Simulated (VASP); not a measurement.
# LiSi16 (a cell with a defect) in VASP: relaxation of the atoms with PBE

Aim: the relaxation of the atoms of LiSi16 (a cell with a defect) with PBE.

Everything below comes from runs of VASP 6.6.1. Logs are shortened: lines on timing, memory, paths and dates and some standing lists are left out, and cuts for length are marked.

## Step 1: The cell of the first run

The cell holds a defect, 17 atoms: a = 7.679 Å, b = 7.679 Å, c = 7.679 Å, α = 60.00°, β = 60.00°, γ = 60.00°.

## Step 2: Relaxation of the atoms, PBE, collinear spin

The input, INCAR:

```
SYSTEM = LiSi16
PREC     = Accurate       ! precision mode
ENCUT    = 520            ! plane-wave cutoff, eV
EDIFF    = 1E-6           ! SCF threshold, eV
ISMEAR   = -1             ! smearing method
SIGMA    = 0.05           ! smearing width, eV
LREAL    = Auto         
LASPH    = .True.         ! aspherical terms in the spheres
NELM     = 150            ! most SCF steps
ALGO     = Normal         ! electronic algorithm
ISIF     = 2              ! what is computed and relaxed
LWAVE    = .False.        ! write WAVECAR
LCHARG   = .False.        ! write CHGCAR
ISPIN    = 2              ! spin polarisation
MAGMOM   = 0 0 0 0 0 0 0 0 0 0 0 0 0 0 0 0 1 ! initial moments
LORBIT   = 11             ! projections on sites
GGA      = PE             ! functional
IBRION   = 2              ! ionic algorithm
NSW      = 45             ! ionic steps
EDIFFG   = -0.08          ! ionic threshold
KPAR     = 2
```

The input, KPOINTS:

```
Automatic mesh
0
Gamma
  2 2 2
  0 0 0
```

The input, POSCAR:

```
LiSi16
1.0
    0.0000000000      5.4300000000      5.4300000000
    5.4300000000      0.0000000000      5.4300000000
    5.4300000000      5.4300000000      0.0000000000
Si Li
16 1
Direct
    0.0000000000      0.0000000000      0.0000000000
    0.1250000000      0.1250000000      0.1250000000
    0.0000000000      0.0000000000      0.5000000000
    0.1250000000      0.1250000000      0.6250000000
    0.0000000000      0.5000000000      0.0000000000
    0.1250000000      0.6250000000      0.1250000000
    0.0000000000      0.5000000000      0.5000000000
    0.1250000000      0.6250000000      0.6250000000
    0.5000000000      0.0000000000      0.0000000000
    0.6250000000      0.1250000000      0.1250000000
    0.5000000000      0.0000000000      0.5000000000
    0.6250000000      0.1250000000      0.6250000000
    0.5000000000      0.5000000000      0.0000000000
    0.6250000000      0.6250000000      0.1250000000
    0.5000000000      0.5000000000      0.5000000000
    0.6250000000      0.6250000000      0.6250000000
    0.3795992000      0.8772069000      0.8646825000
```

Potentials or basis: VASP PAW PBE potentials, release 64 (Si, Li_sv).

The run is started by

```console
> cat potpaw_PBE.64/Si/POTCAR potpaw_PBE.64/Li_sv/POTCAR > POTCAR
> mpirun -np 4 vasp_std > vasp.out
```

OUTCAR:

```text
SYSTEM = LiSi16
   PREC = Accurate
   ENCUT = 520
   EDIFF = 1E-6
   ISMEAR = -1
   LREAL = Auto
   LASPH = .True.
   NELM = 150
   ISIF = 2
   ISPIN = 2
   LORBIT = 11
   GGA = PE
   IBRION = 2
   NSW = 45
   EDIFFG = -0.08

 ion  position               nearest neighbor table
   1  0.000  0.000  0.000-   2 2.35   4 2.35   6 2.35  10 2.35  17 2.38
   2  0.125  0.125  0.125-   1 2.35   3 2.35   5 2.35   9 2.35  17 2.76
   3  0.000  0.000  0.500-   2 2.35   4 2.35   8 2.35  12 2.35
   4  0.125  0.125  0.625-   1 2.35   3 2.35   7 2.35  11 2.35  17 2.68
   5  0.000  0.500  0.000-   2 2.35   6 2.35   8 2.35  14 2.35
   6  0.125  0.625  0.125-   1 2.35   5 2.35   7 2.35  13 2.35  17 2.75
   7  0.000  0.500  0.500-   4 2.35   6 2.35   8 2.35  16 2.35
   8  0.125  0.625  0.625-   3 2.35   5 2.35   7 2.35  15 2.35
   9  0.500  0.000  0.000-   2 2.35  10 2.35  12 2.35  14 2.35  17 2.37
  10  0.625  0.125  0.125-   1 2.35   9 2.35  11 2.35  13 2.35
  11  0.500  0.000  0.500-  17 2.29  10 2.35  12 2.35  16 2.35   4 2.35
  12  0.625  0.125  0.625-   3 2.35   9 2.35  11 2.35  15 2.35  17 2.68
  13  0.500  0.500  0.000-   6 2.35  10 2.35  14 2.35  16 2.35  17 2.37
  14  0.625  0.625  0.125-   5 2.35   9 2.35  13 2.35  15 2.35  17 2.75
  15  0.500  0.500  0.500-   8 2.35  12 2.35  14 2.35  16 2.35
  16  0.625  0.625  0.625-   7 2.35  11 2.35  13 2.35  15 2.35  17 2.67
  17  0.380  0.877  0.865-  11 2.29  13 2.37   9 2.37   1 2.38  16 2.67  12 2.68   4 2.68  14 2.75
                             6 2.75   2 2.76

  LATTYP: Found a face centered cubic cell.
 ALAT       =    10.8600000000

  Lattice vectors:

 A1 = (   0.0000000000,   5.4300000000,   5.4300000000)
 A2 = (   5.4300000000,   0.0000000000,   5.4300000000)
 A3 = (   5.4300000000,   5.4300000000,   0.0000000000)

Analysis of symmetry for initial positions (statically):
=====================================================================
 Subroutine PRICEL returns:
 Original cell was already a primitive cell.

 Routine SETGRP: Setting up the symmetry group for a
 face centered cubic supercell.

 Subroutine GETGRP returns: Found  1 space group operations
 (whereof  1 operations were pure point group operations)
 out of a pool of 48 trial point group operations.

The static configuration has the point symmetry C_1 .

Analysis of symmetry for dynamics (positions and initial velocities):
=====================================================================
 Subroutine PRICEL returns:
 Original cell was already a primitive cell.

 Routine SETGRP: Setting up the symmetry group for a
 face centered cubic supercell.

 Subroutine GETGRP returns: Found  1 space group operations
 (whereof  1 operations were pure point group operations)
 out of a pool of 48 trial point group operations.

The dynamic configuration has the point symmetry C_1 .

Analysis of structural, dynamic, and magnetic symmetry:
=====================================================================
 Subroutine PRICEL returns:
 Original cell was already a primitive cell.

 Routine SETGRP: Setting up the symmetry group for a
 face centered cubic supercell.

 Subroutine GETGRP returns: Found  1 space group operations
 (whereof  1 operations were pure point group operations)
 out of a pool of 48 trial point group operations.

The overall configuration has the point symmetry C_1 .

 Subroutine INISYM returns: Found  1 space group operations
 (whereof  1 operations are pure point group operations),
 and found     1 'primitive' translations

----------------------------------------------------------------------------------------

                                     Primitive cell

  volume of cell :     320.2060

  direct lattice vectors                    reciprocal lattice vectors
     0.000000000  5.430000000  5.430000000    -0.092081031  0.092081031  0.092081031
     5.430000000  0.000000000  5.430000000     0.092081031 -0.092081031  0.092081031
     5.430000000  5.430000000  0.000000000     0.092081031  0.092081031 -0.092081031

  length of vectors
     7.679179644  7.679179644  7.679179644     0.159489025  0.159489025  0.159489025

  position of ions in fractional coordinates (direct lattice)
     0.000000000  0.000000000  0.000000000
     0.125000000  0.125000000  0.125000000
     0.000000000  0.000000000  0.500000000
[... 55 lines left out ...]

 Subroutine IBZKPT returns following result:
 ===========================================

 Found      8 irreducible k-points:

 Following reciprocal coordinates:
            Coordinates               Weight
  0.000000  0.000000  0.000000      1.000000
  0.500000  0.000000  0.000000      1.000000
  0.000000  0.500000  0.000000      1.000000
  0.000000  0.000000  0.500000      1.000000
  0.500000  0.500000  0.500000      1.000000
  0.500000  0.500000  0.000000      1.000000
  0.000000  0.500000  0.500000      1.000000
  0.500000  0.000000  0.500000      1.000000
   k-points           NKPTS =      8   k-points in BZ     NKDIM =      8   number of bands    NBANDS=     44
   number of dos      NEDOS =    301   number of ions     NIONS =     17
   total plane-waves  NPLWV = 216000
   dimension x,y,z NGX =    60 NGY =   60 NGZ =   60
   dimension x,y,z NGXF=   120 NGYF=  120 NGZF=  120
   ions per type =              16   1
   NGX,Y,Z   is equivalent  to a cutoff of  12.99, 12.99, 12.99 a.u.
   NGXF,Y,Z  is equivalent  to a cutoff of  25.98, 25.98, 25.98 a.u.
 SYSTEM =  LiSi16
   PREC   = accura    normal or accurate (medium, high low for compatibility)
   ISTART =      0    job   : 0-new  1-cont  2-samecut
   ICHARG =      2    charge: 1-file 2-atom 10-const
   ISPIN  =      2    spin polarized calculation?
   LNONCOLLINEAR =      F non collinear calculations
   LSORBIT =      F    spin-orbit coupling
   LASPH  =      T    aspherical Exc in radial PAW
   ENCUT  =  520.0 eV  38.22 Ry    6.18 a.u.  14.28 14.28 14.28*2*pi/ulx,y,z
   NELM   =    150;   NELMIN=  2; NELMDL= -5     # of ELM steps
   EDIFF  = 0.1E-05   stopping-criterion for ELM
   LREAL  =      T    real-space projection
   EDIFFG = -.8E-01   stopping-criterion for IOM
   NSW    =     45    number of steps for IOM
   IBRION =      2    ionic relax: 0-MD 1-quasi-New 2-CG
   NFREE  =      1    steps in history (QN), initial steepest desc. (CG)
   ISIF   =      2    stress and relaxation
   ISYM   =      2    0-nonsym 1-usesym 2-fastsym
   POTIM  = 0.5000    time-step for ionic-motion
   TEBEG  =    0.0;   TEEND  =   0.0 temperature during run
   PSTRESS=    0.0 pullay stress
   NELECT =      67.0000    total number of electrons
   NUPDOWN=      -1.0000    fix difference up-down
   EMIN   =  10.00;   EMAX   =-10.00  energy-range for DOS
   EFERMI =   0.00;   METHOD = LEGACY
   ISMEAR =    -1;   SIGMA  =   0.05  broadening in eV -4-tet -1-fermi 0-gaus
   EFERMI_NEDOS =   21; number of points for ismear=-14 and -15
   IALGO  =     38    algorithm
   IMIX   =      4    mixing-type and parameters
     AMIX     =   0.40;   BMIX     =  1.00
     AMIX_MAG =   1.60;   BMIX_MAG =  1.00
  volume/ion in A,a.u.               =      18.84       127.11
  Fermi-wavevector in a.u.,A,eV,Ry     =   0.971904  1.836632 12.852022  0.944597
  Thomas-Fermi vector in A             =   2.102159
   LORBIT       =     11    0 simple, 1 ext, 2 COOP (PROOUT), +10 PAW based schemes
   GGA     = PE    functional components
   LHFCALC =     F    Hartree Fock is set to
   AEXX    =    0.0000 exact exchange contribution
   IVDW    =     0    specifies the selected vdW correction
   LEPSILON=     F    determine dielectric tensor
   LRPA    =     F    only Hartree local field effects (RPA)
 conjugate gradient relaxation of ions
 spin polarized calculation
  energy-cutoff  :      520.00
  volume of cell :      320.21
 maximum number of plane-waves:      8646
 NGX is ok and might be reduce to    60
   NGX = 29   NGY = 29   NGZ = 29

--------------------------------------- Ionic step        1  -------------------------------------------

 number of electron      67.0000004 magnetization       0.0000024

 number of electron      67.0000004 magnetization      -0.0000348

 Free energy of the ion-electron system (eV)
  ---------------------------------------------------
  ext. energy  EPLUGINS =         0.00000000
  ---------------------------------------------------
  free energy    TOTEN  =       -86.74735313 eV

  energy without entropy =      -86.70972102  energy(sigma->0) =      -86.72853708

------------------------ aborting loop because EDIFF is reached ----------------------------------------

  FORCE on cell =-STRESS in cart. coord.  units (eV):
  Direction    XX          YY          ZZ          XY          YZ          ZX
  --------------------------------------------------------------------------------------
  -------------------------------------------------------------------------------------
  Total        7.4088029      7.4042107      7.4062095      0.2279260     -0.2684180     -0.1961752
  in kB       37.0705593     37.0475821     37.0575833      1.1404466     -1.3430516     -0.9815789
  external PRESSURE =      37.0585749 kB  Pullay stress =       0.0000000 kB
[... 250 lines left out ...]
 number of electron      67.0000002 magnetization      -0.0000000

 number of electron      67.0000002 magnetization       0.0000001

 Free energy of the ion-electron system (eV)
  ---------------------------------------------------
  ext. energy  EPLUGINS =         0.00000000
  ---------------------------------------------------
  free energy    TOTEN  =       -86.88294291 eV

  energy without entropy =      -86.84997762  energy(sigma->0) =      -86.86646027

 E-fermi :   6.6896     XC(G=0):  -9.5300

 val. band max:        6.6570721721   @ k =   0.0000   0.0000   0.0000
 cond. band min:       6.8366748322   @ k =   0.0000   0.0000   0.0000
 fundamental gap:      0.1796026601
 Fermi energy:         6.6896286356

 spin component 1

 k-point     1 :       0.0000    0.0000    0.0000
  band No.  band energies     occupation
      1     -40.4666      1.00000
      2      -5.9814      1.00000
      3      -3.7472      1.00000
      4      -3.6549      1.00000
      5      -3.6538      1.00000
      6      -3.6536      1.00000
[... 365 lines left out ...]
     43      10.1723      0.00000
     44      10.2483      0.00000
 Fermi energy:         6.6896286356

 spin component 2

 k-point     1 :       0.0000    0.0000    0.0000
  band No.  band energies     occupation
      1     -40.4666      1.00000
      2      -5.9814      1.00000
      3      -3.7472      1.00000
      4      -3.6549      1.00000
      5      -3.6538      1.00000
      6      -3.6536      1.00000
[... 409 lines left out ...]
  FREE ENERGIE OF THE ION-ELECTRON SYSTEM (eV)
  ---------------------------------------------------
  free  energy   TOTEN  =       -86.8829429131 eV

  energy  without entropy=      -86.8499776230  energy(sigma->0) =      -86.86646027

 reached required accuracy - stopping structural energy minimisation

 total charge

# of ion       s       p       d       tot
------------------------------------------
    1        0.744   0.965   0.000   1.709
    2        0.738   0.948   0.000   1.686
    3        0.742   0.955   0.000   1.696
    4        0.738   0.948   0.000   1.686
    5        0.741   0.955   0.000   1.696
    6        0.738   0.948   0.000   1.686
[... 9 lines left out ...]
   16        0.738   0.947   0.000   1.686
   17        2.028   0.088   0.000   2.116
--------------------------------------------------
tot         13.869  15.398   0.000  29.268

 magnetization (x)

# of ion       s       p       d       tot
------------------------------------------
    1        0.000  -0.000   0.000  -0.000
    2        0.000   0.000   0.000   0.000
    3       -0.000  -0.000   0.000  -0.000
    4       -0.000   0.000   0.000   0.000
    5       -0.000  -0.000   0.000  -0.000
    6       -0.000   0.000   0.000   0.000
[... 9 lines left out ...]
   16        0.000   0.000   0.000   0.000
   17        0.000  -0.000   0.000  -0.000
--------------------------------------------------
tot          0.000   0.000   0.000   0.000
```

Wall time 6.4 min (4 MPI ranks of AMD EPYC 7R13 (Zen 3), shared host); peak memory 0.44 GiB.

What came out:

```
Free energy                                           : -86.8829 eV
Energy gained by relaxing                             : 8.0 meV/atom
Ionic steps                                           : 6
Largest force after relaxing                          : 0.076 eV/Å
Net moment                                            : 0.00 μB per cell
Valence electrons inside the program's atomic spheres : Si 1.71, 1.69, 1.70 (each value once); Li 2.12
```

Forces in eV/Å, atoms in the order of the input:
```
Si  -0.009 -0.006  0.007
Si  -0.007  0.000  0.001
Si   0.013 -0.008  0.008
Si  -0.008  0.005  0.008
Si   0.008  0.008 -0.008
Si  -0.002  0.001  0.007
Si  -0.008 -0.009 -0.013
Si   0.001  0.001 -0.001
Si  -0.008 -0.006  0.009
Si   0.001  0.001 -0.002
Si  -0.011 -0.007  0.009
Si  -0.008 -0.008 -0.005
Si  -0.011 -0.005  0.007
Si  -0.001 -0.007  0.000
Si  -0.008  0.013  0.009
Si   0.005 -0.007  0.007
Li   0.052  0.035 -0.043
```

Step by step:
```tsv
step	energy change (eV)	largest force (eV/Å)	pressure (GPa)
1	0.0000	1.2137	3.71
2	-0.1284	0.1449	3.55
3	-0.1312	0.1734	3.54
4	-0.1345	0.1184	3.54
5	-0.1346	0.1182	3.54
6	-0.1356	0.0761	3.54
```

Final structure:
```xyz
17
Lattice="0.0000 5.4300 5.4300 5.4300 0.0000 5.4300 5.4300 5.4300 0.0000" Properties=species:S:1:pos:R:3 pbc="T T T"
Si    0.0274    5.4033    5.4027
Si    1.3749    1.3574    1.3578
Si    8.1323    2.7268    5.4183
Si    4.0709    4.0535    1.3591
Si    8.1333    5.4185    2.7266
Si    4.0721    1.3575    4.0550
Si    5.4417    2.7269    2.7278
Si    6.7879    4.0728    4.0722
Si    0.0281    2.7429    2.7423
Si    1.3509    4.0677    4.0781
Si    2.6788    5.3936    2.7513
Si    4.0710    6.7860    4.0917
Si    2.6869    2.7437    5.4011
Si    4.0722    4.0901    6.7876
Si    5.4418    5.4172    5.4181
Si    6.7681    6.7861    6.7889
Li    9.4804    6.7724    6.8060
```

Caveat: the k points lie up to 0.50 Å⁻¹ apart; the cutoff is under 1.25 times the usual one of these potentials, so pressure, stress and relaxed cells hold a basis-set (Pulay) error; the relaxation stopped at a loose force limit of 0.08 eV/Å, so its end isn't a converged minimum.
